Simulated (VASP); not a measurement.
Runs of VASP 6.6.1 on CaF2. The structure is that of space group Fm-3m (No. 225), or close to it. The cells are those of the table. 

```csv
cell,gap on the mesh (eV),pressure (GPa)
"a = 3.963 Å, angles 60.0°, 3 atoms",(c),-10.8
"a = 3.810 Å, angles 60.0°, 3 atoms",7.15,-2.9
"a = 3.913 Å, angles 60.0°, 3 atoms",(a),-8.7
"a = 3.862 Å, angles 60.0°, 3 atoms",(b),-6.2
"a = 3.756 Å, angles 60.0°, 3 atoms",7.41,1.3
```

Alike in all rows: task single point; level LDA; potentials or basis VASP PAW LDA potentials, release 64 (Ca_sv, F); no spin polarisation; k mesh 6 × 6 × 6; cutoff (eV) 600; smearing gaussian 0.1 eV.

Q: Fill in the values left out.

A: (a) 6.68; (b) 6.91; (c) 6.47.

Caveats: the cell stands under tension (at least some runs).

A k mesh can miss the band edges.
